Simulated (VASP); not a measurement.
# SnSe in VASP: further runs

Runs on SnSe. Level: PBEsol. Tasks: single point.

Everything below comes from runs of VASP 6.6.1. Logs are shortened: lines on timing, memory, paths and dates and some standing lists are left out, and cuts for length are marked.

## (1) The cell of the first run

Symmetry: R-3m, No. 166, trigonal system. The conventional cell has a = 4.214 Å, b = 4.214 Å, c = 10.635 Å, α = 90.00°, β = 90.00°, γ = 120.00°. Within 4.0 Å of Sn (site symmetry -3m) lie 6 Se at 3.01 Å. Within 4.0 Å of Se (site symmetry -3m) lie 6 Sn at 3.01 Å.

## (2) Single point, PBEsol (equal xy, yz and zx shear strains of +2 %)

INCAR

```
SYSTEM = SnSe
PREC     = Accurate       ! precision mode
ENCUT    = 520            ! plane-wave cutoff, eV
EDIFF    = 1E-7           ! SCF threshold, eV
ISMEAR   = -1             ! smearing method
SIGMA    = 0.01           ! smearing width, eV
LREAL    = .False.        ! projectors in reciprocal space
LASPH    = .True.         ! aspherical terms in the spheres
NELM     = 60             ! most SCF steps
ALGO     = Normal         ! electronic algorithm
ISIF     = 2              ! what is computed and relaxed
LWAVE    = .False.        ! write WAVECAR
LCHARG   = .False.        ! write CHGCAR
GGA      = PS             ! functional
NBANDS   = 17             ! bands
```

KPOINTS

```
Automatic mesh
0
Gamma
  7 7 7
  0 0 0
```

POSCAR

```
SnSe
1.0
    0.0602000000      3.0401000000      3.0401000000
    3.0401000000      0.0602000000      3.0401000000
    3.0401000000      3.0401000000      0.0602000000
Sn Se
1 1
Direct
    0.0000000000      0.0000000000      0.0000000000
    0.5000000000      0.5000000000      0.5000000000
```

Potentials or basis: VASP PAW PBE potentials, release 64 (Sn_d, Se).

Launch:

```bash
cat potpaw_PBE.64/Sn_d/POTCAR potpaw_PBE.64/Se/POTCAR > POTCAR
mpirun -np 1 vasp_std > vasp.out
```

OUTCAR:

```text
SYSTEM = SnSe
   PREC = Accurate
   ENCUT = 520
   EDIFF = 1E-7
   ISMEAR = -1
   LREAL = .False.
   LASPH = .True.
   NELM = 60
   ISIF = 2
   GGA = PS

 ion  position               nearest neighbor table
   1  0.000  0.000  0.000-   2 3.01   2 3.01   2 3.01   2 3.01   2 3.01   2 3.01
   2  0.500  0.500  0.500-   1 3.01   1 3.01   1 3.01   1 3.01   1 3.01   1 3.01

  LATTYP: Found a trigonal (rhomboedric) cell.
 ALAT       =     4.2997720940
 COS(alpha) =     0.5197000882

  Lattice vectors:

 A1 = (   0.0602000000,   3.0401000000,   3.0401000000)
 A2 = (   3.0401000000,   0.0602000000,   3.0401000000)
 A3 = (   3.0401000000,   3.0401000000,   0.0602000000)

Analysis of symmetry for initial positions (statically):
=====================================================================
 Subroutine PRICEL returns:
 Original cell was already a primitive cell.

 Routine SETGRP: Setting up the symmetry group for a
 trigonal (rhombohedral) supercell.

 Subroutine GETGRP returns: Found 12 space group operations
 (whereof 12 operations were pure point group operations)
 out of a pool of 12 trial point group operations.

The static configuration has the point symmetry D_3d.

Analysis of symmetry for dynamics (positions and initial velocities):
=====================================================================
 Subroutine PRICEL returns:
 Original cell was already a primitive cell.

 Routine SETGRP: Setting up the symmetry group for a
 trigonal (rhombohedral) supercell.

 Subroutine GETGRP returns: Found 12 space group operations
 (whereof 12 operations were pure point group operations)
 out of a pool of 12 trial point group operations.

The dynamic configuration has the point symmetry D_3d.

 Subroutine INISYM returns: Found 12 space group operations
 (whereof 12 operations are pure point group operations),
 and found     1 'primitive' translations

----------------------------------------------------------------------------------------

                                     Primitive cell

  volume of cell :      54.5255

  direct lattice vectors                    reciprocal lattice vectors
     0.060200000  3.040100000  3.040100000    -0.169435874  0.166145857  0.166145857
     3.040100000  0.060200000  3.040100000     0.166145857 -0.169435874  0.166145857
     3.040100000  3.040100000  0.060200000     0.166145857  0.166145857 -0.169435874

  length of vectors
     4.299772094  4.299772094  4.299772094     0.289685013  0.289685013  0.289685013

  position of ions in fractional coordinates (direct lattice)
     0.000000000  0.000000000  0.000000000
     0.500000000  0.500000000  0.500000000

  ion indices of the primitive-cell ions
   primitive index   ion index
                 1           1
                 2           2

----------------------------------------------------------------------------------------

 KPOINTS: Automatic mesh

Automatic generation of k-mesh.
 Grid dimensions read from file:
 generate k-points for:    7    7    7

 Generating k-lattice:

  Cartesian coordinates                     Fractional coordinates (reciprocal lattice)
    -0.024205125  0.023735122  0.023735122     0.142857143  0.000000000 -0.000000000
     0.023735122 -0.024205125  0.023735122     0.000000000  0.142857143 -0.000000000
     0.023735122  0.023735122 -0.024205125     0.000000000  0.000000000  0.142857143

  Length of vectors
     0.041383573  0.041383573  0.041383573

  Shift w.r.t. Gamma in fractional coordinates (k-lattice)
     0.000000000  0.000000000  0.000000000

 Subroutine IBZKPT returns following result:
 ===========================================

 Found     44 irreducible k-points:

 Following reciprocal coordinates:
            Coordinates               Weight
  0.000000  0.000000  0.000000      1.000000
  0.142857  0.000000 -0.000000      6.000000
  0.285714  0.000000  0.000000      6.000000
  0.428571  0.000000  0.000000      6.000000
  0.142857  0.142857 -0.000000      6.000000
  0.285714  0.142857 -0.000000     12.000000
[... 16 lines left out ...]
  0.285714  0.285714  0.142857      6.000000
  0.428571  0.285714  0.142857     12.000000
 [... further k-points ...]
   k-points           NKPTS =     44   k-points in BZ     NKDIM =     44   number of bands    NBANDS=     17
   number of dos      NEDOS =    301   number of ions     NIONS =      2
   total plane-waves  NPLWV =  32768
   dimension x,y,z NGX =    32 NGY =   32 NGZ =   32
   dimension x,y,z NGXF=    64 NGYF=   64 NGZF=   64
   ions per type =               1   1
   NGX,Y,Z   is equivalent  to a cutoff of  12.37, 12.37, 12.37 a.u.
   NGXF,Y,Z  is equivalent  to a cutoff of  24.74, 24.74, 24.74 a.u.
 SYSTEM =  SnSe
   PREC   = accura    normal or accurate (medium, high low for compatibility)
   ISTART =      0    job   : 0-new  1-cont  2-samecut
   ICHARG =      2    charge: 1-file 2-atom 10-const
   ISPIN  =      1    spin polarized calculation?
   LNONCOLLINEAR =      F non collinear calculations
   LSORBIT =      F    spin-orbit coupling
   LASPH  =      T    aspherical Exc in radial PAW
   ENCUT  =  520.0 eV  38.22 Ry    6.18 a.u.   7.99  7.99  7.99*2*pi/ulx,y,z
   NELM   =     60;   NELMIN=  2; NELMDL= -5     # of ELM steps
   EDIFF  = 0.1E-06   stopping-criterion for ELM
   LREAL  =      F    real-space projection
   EDIFFG = 0.1E-05   stopping-criterion for IOM
   NSW    =      0    number of steps for IOM
   IBRION =     -1    ionic relax: 0-MD 1-quasi-New 2-CG
   NFREE  =      0    steps in history (QN), initial steepest desc. (CG)
   ISIF   =      2    stress and relaxation
   ISYM   =      2    0-nonsym 1-usesym 2-fastsym
   POTIM  = 0.5000    time-step for ionic-motion
   TEBEG  =    0.0;   TEEND  =   0.0 temperature during run
   PSTRESS=    0.0 pullay stress
   NELECT =      20.0000    total number of electrons
   NUPDOWN=      -1.0000    fix difference up-down
   EMIN   =  10.00;   EMAX   =-10.00  energy-range for DOS
   EFERMI =   0.00;   METHOD = LEGACY
   ISMEAR =    -1;   SIGMA  =   0.01  broadening in eV -4-tet -1-fermi 0-gaus
   EFERMI_NEDOS =   21; number of points for ismear=-14 and -15
   IALGO  =     38    algorithm
   IMIX   =      4    mixing-type and parameters
     AMIX     =   0.40;   BMIX     =  1.00
     AMIX_MAG =   1.60;   BMIX_MAG =  1.00
  volume/ion in A,a.u.               =      27.26       183.98
  Fermi-wavevector in a.u.,A,eV,Ry     =   1.171885  2.214541 18.685062  1.373313
  Thomas-Fermi vector in A             =   2.308322
   LORBIT       =      0    0 simple, 1 ext, 2 COOP (PROOUT), +10 PAW based schemes
   GGA     = PS    functional components
   LHFCALC =     F    Hartree Fock is set to
   AEXX    =    0.0000 exact exchange contribution
   IVDW    =     0    specifies the selected vdW correction
   LEPSILON=     F    determine dielectric tensor
   LRPA    =     F    only Hartree local field effects (RPA)
 non-spin polarized calculation
  energy-cutoff  :      520.00
  volume of cell :       54.53
 maximum number of plane-waves:      1479
   NGX = 15   NGY = 15   NGZ = 15

 number of electron      20.0000006 magnetization

 Free energy of the ion-electron system (eV)
  ---------------------------------------------------
  ext. energy  EPLUGINS =         0.00000000
  ---------------------------------------------------
  free energy    TOTEN  =        -8.97053942 eV

  energy without entropy =       -8.97053942  energy(sigma->0) =       -8.97053942

 E-fermi :   5.6868     XC(G=0):  -9.7781

 val. band max:        5.4282049063   @ k =   0.4286   0.2857   0.2857
 cond. band min:       5.9673733518   @ k =  -0.2857   0.1429  -0.0000
 fundamental gap:      0.5391684454
 Fermi energy:         5.6867726654

 k-point     1 :       0.0000    0.0000    0.0000
  band No.  band energies     occupation
      1     -16.0456      2.00000
      2     -16.0456      2.00000
      3     -16.0421      2.00000
      4     -16.0405      2.00000
      5     -16.0405      2.00000
      6      -8.4312      2.00000
[... 9 lines left out ...]
     16      11.3866      0.00000
     17      13.5394      0.00000

 k-point     2 :       0.1429    0.0000   -0.0000
  band No.  band energies     occupation
      1     -16.0463      2.00000
      2     -16.0433      2.00000
      3     -16.0415      2.00000
      4     -16.0414      2.00000
      5     -16.0392      2.00000
      6      -8.2866      2.00000
[... 9 lines left out ...]
     16      11.8814      0.00000
     17      14.8819      0.00000

 k-point     3 :       0.2857    0.0000    0.0000
  band No.  band energies     occupation
      1     -16.0492      2.00000
      2     -16.0456      2.00000
      3     -16.0415      2.00000
      4     -16.0362      2.00000
      5     -16.0337      2.00000
      6      -7.9129      2.00000
[... 9 lines left out ...]
     16      13.1608      0.00000
     17      17.2154      0.00000

 k-point     4 :       0.4286    0.0000    0.0000
  band No.  band energies     occupation
      1     -16.0520      2.00000
      2     -16.0482      2.00000
      3     -16.0411      2.00000
      4     -16.0312      2.00000
      5     -16.0292      2.00000
      6      -7.5394      2.00000
[... 9 lines left out ...]
     16      15.0846      0.00000
     17      16.0718      0.00000

 k-point     5 :       0.1429    0.1429   -0.0000
  band No.  band energies     occupation
      1     -16.0478      2.00000
      2     -16.0432      2.00000
      3     -16.0428      2.00000
      4     -16.0390      2.00000
      5     -16.0386      2.00000
      6      -8.2408      2.00000
[... 9 lines left out ...]
     16      12.6831      0.00000
     17      13.8536      0.00000

 k-point     6 :       0.2857    0.1429   -0.0000
  band No.  band energies     occupation
      1     -16.0506      2.00000
      2     -16.0442      2.00000
      3     -16.0427      2.00000
      4     -16.0367      2.00000
      5     -16.0334      2.00000
      6      -7.9442      2.00000
[... 9 lines left out ...]
     16      13.7189      0.00000
     17      15.4540      0.00000

 k-point     7 :       0.4286    0.1429   -0.0000
  band No.  band energies     occupation
      1     -16.0529      2.00000
      2     -16.0464      2.00000
      3     -16.0411      2.00000
      4     -16.0340      2.00000
      5     -16.0289      2.00000
      6      -7.5578      2.00000
[... 9 lines left out ...]
     16      15.3858      0.00000
     17      16.1475      0.00000

 k-point     8 :      -0.4286    0.1429   -0.0000
  band No.  band energies     occupation
      1     -16.0523      2.00000
      2     -16.0486      2.00000
      3     -16.0397      2.00000
      4     -16.0322      2.00000
      5     -16.0289      2.00000
      6      -7.4123      2.00000
[... 9 lines left out ...]
     16      14.7137      0.00000
     17      16.6084      0.00000
[... 203 lines left out ...]
      1     -16.0512      2.00000
      2     -16.0464      2.00000
      3     -16.0398      2.00000
      4     -16.0356      2.00000
      5     -16.0316      2.00000
      6      -7.6896      2.00000
[... 9 lines left out ...]
     16      15.0224      0.00000
     17      15.7486      0.00000

 k-point    20 :      -0.4286    0.1429    0.1429
  band No.  band energies     occupation
      1     -16.0548      2.00000
      2     -16.0465      2.00000
      3     -16.0398      2.00000
      4     -16.0308      2.00000
      5     -16.0301      2.00000
      6      -7.4176      2.00000
[... 9 lines left out ...]
     16      14.9391      0.00000
     17      16.7032      0.00000

 k-point    21 :      -0.2857    0.1429    0.1429
  band No.  band energies     occupation
      1     -16.0551      2.00000
      2     -16.0443      2.00000
      3     -16.0419      2.00000
      4     -16.0313      2.00000
      5     -16.0306      2.00000
      6      -7.5526      2.00000
[... 9 lines left out ...]
     16      15.7261      0.00000
     17      16.5017      0.00000

 k-point    22 :      -0.1429    0.1429    0.1429
  band No.  band energies     occupation
      1     -16.0518      2.00000
      2     -16.0439      2.00000
      3     -16.0412      2.00000
      4     -16.0356      2.00000
      5     -16.0350      2.00000
      6      -7.9383      2.00000
[... 9 lines left out ...]
     16      13.9137      0.00000
     17      15.5212      0.00000

 k-point    23 :       0.2857    0.2857    0.1429
  band No.  band energies     occupation
      1     -16.0516      2.00000
      2     -16.0445      2.00000
      3     -16.0430      2.00000
      4     -16.0356      2.00000
      5     -16.0335      2.00000
      6      -7.9581      2.00000
[... 9 lines left out ...]
     16      13.8130      0.00000
     17      15.3357      0.00000

 k-point    24 :       0.4286    0.2857    0.1429
  band No.  band energies     occupation
      1     -16.0553      2.00000
      2     -16.0437      2.00000
      3     -16.0430      2.00000
      4     -16.0326      2.00000
      5     -16.0312      2.00000
      6      -7.6502      2.00000
[... 9 lines left out ...]
     16      15.2125      0.00000
     17      15.5815      0.00000

 [... further k-points ...]

------------------------ aborting loop because EDIFF is reached ----------------------------------------

  FORCE on cell =-STRESS in cart. coord.  units (eV):
  Direction    XX          YY          ZZ          XY          YZ          ZX
  --------------------------------------------------------------------------------------
  -------------------------------------------------------------------------------------
  Total       -0.6415488     -0.6415488     -0.6415488     -0.1323036     -0.1323036     -0.1323036
  in kB      -18.8512539    -18.8512539    -18.8512539     -3.8876048     -3.8876048     -3.8876048
  external PRESSURE =     -18.8512539 kB  Pullay stress =       0.0000000 kB

 VOLUME and BASIS-vectors are now :
 -----------------------------------------------------------------------------
  energy-cutoff  :      520.00
  volume of cell :       54.53
      direct lattice vectors                 reciprocal lattice vectors
     0.060200000  3.040100000  3.040100000    -0.169435874  0.166145857  0.166145857
     3.040100000  0.060200000  3.040100000     0.166145857 -0.169435874  0.166145857
     3.040100000  3.040100000  0.060200000     0.166145857  0.166145857 -0.169435874

 POSITION                                       TOTAL-FORCE (eV/Angst)
 -----------------------------------------------------------------------------------
      0.00000      0.00000      0.00000         0.000000     -0.000000      0.000000
      3.07020      3.07020      3.07020        -0.000000      0.000000     -0.000000
 -----------------------------------------------------------------------------------
    total drift:                                0.000000     -0.000000     -0.000000

  FREE ENERGIE OF THE ION-ELECTRON SYSTEM (eV)
  ---------------------------------------------------
  free  energy   TOTEN  =        -8.9705394154 eV

  energy  without entropy=       -8.9705394154  energy(sigma->0) =       -8.97053942
```

It took 27 s on 1 thread of Intel Xeon Platinum 8259CL at 2.50GHz (Skylake/Cascade Lake), shared host; peak memory 0.19 GiB.

What came out:

- Free energy: -8.9705 eV
- Pressure: -1.9 GPa
- Band gap on the k mesh: 0.54 eV, indirect (least direct gap 0.70 eV)

Stress tensor (GPa, compression positive):
```
-1.89 -0.39 -0.39
-0.39 -1.89 -0.39
-0.39 -0.39 -1.89
```

Levels at points of the mesh, in eV from the valence-band top:
```tsv
k point	band 7	band 8	band 9	band 10	band 11	band 12	band 13	band 14
(0.00, 0.00, 0.00)	-5.10	-2.33	-2.08	-2.08	4.29	4.29	4.34	5.57
```

Caveat: the cell differs from its parent crystal (equal xy, yz and zx shear strains of +2 %); the PAW data sets were made with another functional, which shifts forces and pressure a little; spin-orbit coupling is left out, which moves the levels of the heavy elements. A k mesh can miss the band edges.

(Part 1 of 2 ends here.)
